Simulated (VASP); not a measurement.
**AlN: single point with LDA**

The system is AlN.

```
Al N
1.0
     3.08874    0.00000    0.00000
    -1.54437    2.67493    0.00000
     0.00000    0.00000    4.94377
Al N
2 2
Direct
  0.32863 0.67953 0.00152
  0.67137 0.32047 0.50152
  0.33753 0.65519 0.38348
  0.66247 0.34481 0.88348
```

This cell differs from its parent crystal: mode 4 frozen in at -0.034 Å and mode 5 at +0.034 Å (largest displacements).

* Program: VASP 6.6.1
* Task: single point
* Functional: LDA
* Potentials or basis: VASP PAW LDA potentials, release 64 (Al, N)
* Cutoff: 520 eV
* k mesh: 9 × 9 × 6
* Occupations: gaussian, width 0.05 eV
* Spin: no spin polarisation

The pressure is 0.5 GPa. The largest force is 0.270 eV/Å and the band gap on the k mesh is 4.39 eV, direct.

Forces on the atoms (eV/Å):
```
Al   0.185 -0.196  0.017
Al  -0.185  0.196  0.017
N   -0.094  0.089 -0.017
N    0.094 -0.089 -0.017
```

Stress tensor (GPa, compression positive):
```
0.63 0.02 0.00
0.02 0.43 0.00
0.00 0.00 0.58
```

Levels at points of the mesh, in eV from the valence-band top:
```tsv
k point	band 5	band 6	band 7	band 8	band 9	band 10	band 11	band 12
(0.00, 0.00, 0.00)	-0.88	-0.32	-0.17	0.00	4.39	6.71	10.60	10.91
(0.00, 0.00, 0.50)	-0.60	-0.60	-0.56	-0.56	6.58	6.58	10.29	10.29
```

It took 50 s on 1 thread of Intel Xeon 6975P-C, on a shared host, peak memory 0.2 GiB.

Caveat: the cell differs from its parent crystal (mode 4 frozen in at -0.034 Å and mode 5 at +0.034 Å (largest displacements)). A k mesh can miss the band edges.
